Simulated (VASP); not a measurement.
# Ge (I4_1/amd) in VASP: a series of runs, part 2 of 2

VASP 6.6.1.

## 3. Single point, PBEsol

This run uses another cell than the first one, of 18.34 Å³/atom.

The input, INCAR:

```
SYSTEM = Ge
PREC     = Accurate       ! precision mode
ENCUT    = 520            ! plane-wave cutoff, eV
EDIFF    = 1E-7           ! SCF threshold, eV
ISMEAR   = -1             ! smearing method
SIGMA    = 0.15           ! smearing width, eV
LREAL    = .False.        ! projectors in reciprocal space
LASPH    = .True.         ! aspherical terms in the spheres
NELM     = 80             ! most SCF steps
ALGO     = Normal         ! electronic algorithm
ISIF     = 2              ! what is computed and relaxed
LWAVE    = .False.        ! write WAVECAR
LCHARG   = .True.         ! write CHGCAR
GGA      = PS             ! functional
LELF     = .True.         ! ELF
LVHAR    = .True.       
NBANDS   = 21             ! bands
```

The input, KPOINTS:

```
regular mesh
0
Gamma
  14 14 14
  0 0 0
```

The input, POSCAR:

```
Ge
1.0
   -2.5616175500      2.5616175500      1.3974130000
    2.5616175500     -2.5616175500      1.3974130000
    2.5616175500      2.5616175500     -1.3974130000
Ge
2
Direct
    0.2500000000      0.7500000000      0.5000000000
    0.5000000000      0.5000000000      0.0000000000
```

Potentials or basis: VASP PAW PBE potentials, release 64 (Ge_d).

On the command line:

```console
$ cat potpaw_PBE.64/Ge_d/POTCAR > POTCAR
$ mpirun -np 1 vasp_std > vasp.out
```

OUTCAR:

```text
SYSTEM = Ge
   PREC = Accurate
   ENCUT = 520
   EDIFF = 1E-7
   ISMEAR = -1
   LREAL = .False.
   LASPH = .True.
   NELM = 80
   ISIF = 2
   GGA = PS

 ion  position               nearest neighbor table
   1  0.250  0.750  0.500-   2 2.66   2 2.66   2 2.66   2 2.66
   2  0.500  0.500  0.000-   1 2.66   1 2.66   1 2.66   1 2.66

  LATTYP: Found a body centered tetragonal cell.
 ALAT       =     5.1232351000
 C/A-ratio  =     0.5455197635

  Lattice vectors:

 A1 = (  -2.5616175500,   2.5616175500,   1.3974130000)
 A2 = (   2.5616175500,  -2.5616175500,   1.3974130000)
 A3 = (   2.5616175500,   2.5616175500,  -1.3974130000)

Analysis of symmetry for initial positions (statically):
=====================================================================
 Subroutine PRICEL returns:
 Original cell was already a primitive cell.

 Routine SETGRP: Setting up the symmetry group for a
 body centered tetragonal supercell.

 Subroutine GETGRP returns: Found 16 space group operations
[... 162 lines left out ...]
  ---------------------------------------------------
  free energy    TOTEN  =        -9.56334411 eV

  energy without entropy =       -9.50313741  energy(sigma->0) =       -9.53324076

 E-fermi :   6.7480     XC(G=0): -11.5204

 val. band max:        6.7421498516   @ k =  -0.1429   0.5000   0.1429
 cond. band min:       6.7485267709   @ k =   0.3571  -0.0000   0.0000
 fundamental gap:      0.0063769192
 Fermi energy:         6.7479799873

 k-point     1 :       0.0000    0.0000    0.0000
  band No.  band energies     occupation
      1     -17.9135      2.00000
      2     -17.8629      2.00000
      3     -17.8355      2.00000
      4     -17.8298      2.00000
      5     -17.7240      2.00000
      6     -17.7240      2.00000
[... 565 lines left out ...]
     20      16.2859      0.00000
     21      17.8419      0.00000

 [... further k-points ...]

------------------------ aborting loop because EDIFF is reached ----------------------------------------

  FORCE on cell =-STRESS in cart. coord.  units (eV):
  Direction    XX          YY          ZZ          XY          YZ          ZX
  --------------------------------------------------------------------------------------
  -------------------------------------------------------------------------------------
  Total       -0.0322565     -0.0322565      0.2026025      0.0000000      0.0000000      0.0000000
  in kB       -1.4090107     -1.4090107      8.8499763      0.0000000      0.0000000      0.0000000
  external PRESSURE =       2.0106516 kB  Pullay stress =       0.0000000 kB

 VOLUME and BASIS-vectors are now :
 -----------------------------------------------------------------------------
  energy-cutoff  :      520.00
  volume of cell :       36.68
      direct lattice vectors                 reciprocal lattice vectors
    -2.561617550  2.561617550  1.397413000     0.000000000  0.195189169  0.357804028
     2.561617550 -2.561617550  1.397413000     0.195189169  0.000000000  0.357804028
     2.561617550  2.561617550 -1.397413000     0.195189169  0.195189169  0.000000000

 POSITION                                       TOTAL-FORCE (eV/Angst)
 -----------------------------------------------------------------------------------
      2.56162     -0.00000      0.69871         0.000000     -0.000000     -0.000000
      0.00000      0.00000      1.39741        -0.000000      0.000000      0.000000
 -----------------------------------------------------------------------------------
    total drift:                                0.000000     -0.000000      0.000000

  FREE ENERGIE OF THE ION-ELECTRON SYSTEM (eV)
  ---------------------------------------------------
  free  energy   TOTEN  =        -9.5633441104 eV

  energy  without entropy=       -9.5031374110  energy(sigma->0) =       -9.53324076
```

OSZICAR:

```text
N       E                     dE             d eps       ncg     rms          rms(c)
DAV:   1     0.175280935666E+03    0.17528E+03   -0.14160E+04 11748   0.386E+03
DAV:   2     0.141305957703E+02   -0.16115E+03   -0.15624E+03 10313   0.595E+02
DAV:   3    -0.896235987054E+01   -0.23093E+02   -0.22904E+02 11656   0.133E+02
DAV:   4    -0.960064039778E+01   -0.63828E+00   -0.63781E+00 11560   0.257E+01
DAV:   5    -0.960991394096E+01   -0.92735E-02   -0.92733E-02 11560   0.339E+00    0.221E+00
DAV:   6    -0.957665796122E+01    0.33256E-01   -0.32768E-02 13944   0.322E+00    0.120E+00
DAV:   7    -0.956387618528E+01    0.12782E-01   -0.17712E-02 13978   0.207E+00    0.138E-01
DAV:   8    -0.956333998850E+01    0.53620E-03   -0.23882E-03 12404   0.900E-01    0.457E-02
DAV:   9    -0.956334396671E+01   -0.39782E-05   -0.56599E-05 12725   0.973E-02    0.995E-03
DAV:  10    -0.956334423952E+01   -0.27281E-06   -0.29578E-06 13727   0.214E-02    0.170E-03
DAV:  11    -0.956334413692E+01    0.10260E-06   -0.69153E-08  7756   0.401E-03    0.205E-04
DAV:  12    -0.956334411040E+01    0.26514E-07   -0.29299E-08  6439   0.324E-03
   1 F= -.95633441E+01 E0= -.95332408E+01  d E =-.602067E-01
```

It took 80 s on 1 thread of Intel Xeon 6975P-C (Granite Rapids), shared host; peak memory 0.27 GiB.

Results:

| Quantity | Value |
| --- | --- |
| Free energy | -9.5633 eV |
| Pressure | 0.2 GPa |
| Band gap on the k mesh | zero (bands 14 and 15 overlap by 5.06 eV) |

Levels at points of the mesh, in eV from the Fermi level:
```csv
k point,band 10,band 11,band 12,band 13,band 14,band 15,band 16,band 17,band 18,band 19
"(0.00, 0.00, 0.00)",-24.33,-13.38,-3.95,-2.33,-2.33,3.26,7.73,7.73,8.16,8.37
"(0.50, 0.00, 0.00)",-24.38,-8.09,-6.44,-2.60,-2.00,-1.38,2.46,3.62,5.60,8.89
"(0.50, 0.50, 0.00)",-24.42,-10.60,-10.60,0.66,0.66,2.00,2.00,7.51,7.51,11.40
"(0.50, 0.50, 0.50)",-24.46,-8.86,-8.86,-5.97,-5.97,6.11,6.11,11.22,11.22,15.56
```

Caveat: the PAW data sets were made with another functional, which shifts forces and pressure a little.

## 4. Single point, PBEsol

This run uses another cell than the first one, of 18.52 Å³/atom.

The input, INCAR:

```
SYSTEM = Ge
ALGO     = Normal         ! electronic algorithm
EDIFF    = 1E-6           ! SCF threshold, eV
ENCUT    = 520            ! plane-wave cutoff, eV
GGA      = PS             ! functional
ISIF     = 2              ! what is computed and relaxed
ISMEAR   = -1             ! smearing method
LASPH    = .TRUE.         ! aspherical terms in the spheres
LCHARG   = .TRUE.         ! write CHGCAR
LELF     = .TRUE.         ! ELF
LREAL    = .FALSE.        ! projectors in reciprocal space
LVHAR    = .TRUE.       
LWAVE    = .FALSE.        ! write WAVECAR
NBANDS   = 21             ! bands
NELM     = 100            ! most SCF steps
PREC     = Accurate       ! precision mode
SIGMA    = 0.15           ! smearing width, eV
```

The input, KPOINTS:

```
k-points
0
G
  14 14 14
  0 0 0
```

The input, POSCAR:

```
Ge
1.0
   -2.5744900000      2.5744900000      1.3974130000
    2.5744900000     -2.5744900000      1.3974130000
    2.5744900000      2.5744900000     -1.3974130000
Ge
2
Direct
    0.2500000000      0.7500000000      0.5000000000
    0.5000000000      0.5000000000      0.0000000000
```

On the command line:

```console
$ cat potpaw_PBE.64/Ge_d/POTCAR > POTCAR
$ mpirun -np 1 vasp_std > vasp.out
```

Wall time 69 s (1 thread of Intel Xeon 6975P-C (Granite Rapids), shared host); peak memory 0.27 GiB.

The run converged. Its results:

* Free energy: -9.5622 eV
* Pressure: -0.7 GPa
* Band gap on the k mesh: zero (bands 14 and 15 overlap by 4.95 eV)

Stress tensor (GPa, compression positive):
```
-1.10  0.00  0.00
 0.00 -1.10  0.00
 0.00  0.00  0.23
```

Levels at points of the mesh, in eV from the Fermi level:
| k point | band 11 | band 12 | band 13 | band 14 | band 15 | band 16 | band 17 | band 18 |
| --- | --- | --- | --- | --- | --- | --- | --- | --- |
| (0.00, 0.00, 0.00) | -13.29 | -4.04 | -2.32 | -2.32 | 3.27 | 7.61 | 7.61 | 8.18 |
| (0.50, 0.00, 0.00) | -8.02 | -6.37 | -2.61 | -1.99 | -1.33 | 2.48 | 3.58 | 5.53 |
| (0.50, 0.50, 0.00) | -10.55 | -10.55 | 0.63 | 0.63 | 1.93 | 1.93 | 7.55 | 7.55 |
| (0.50, 0.50, 0.50) | -8.86 | -8.86 | -5.91 | -5.91 | 6.18 | 6.18 | 11.03 | 11.03 |

Caveat: the PAW data sets were made with another functional, which shifts forces and pressure a little.

## 5. Summary

```tsv
cell	gap on the mesh (eV)	pressure (GPa)
a = 3.866 Å, angles 97.5, 97.5, 137.6°, 2 atoms	none	0.9
a = 3.883 Å, angles 97.4, 97.4, 137.8°, 2 atoms	none	0.2
a = 3.900 Å, angles 97.4, 97.4, 138.0°, 2 atoms	none	-0.7
```

Alike in all rows: task single point; level PBEsol; potentials or basis VASP PAW PBE potentials, release 64 (Ge_d); no spin polarisation; k mesh 14 × 14 × 14; cutoff (eV) 520; smearing fermi-dirac 0.15 eV.

Caveats: the PAW data sets were made with another functional, which shifts forces and pressure a little.

Absolute energies hang on the potentials; compare differences alone.
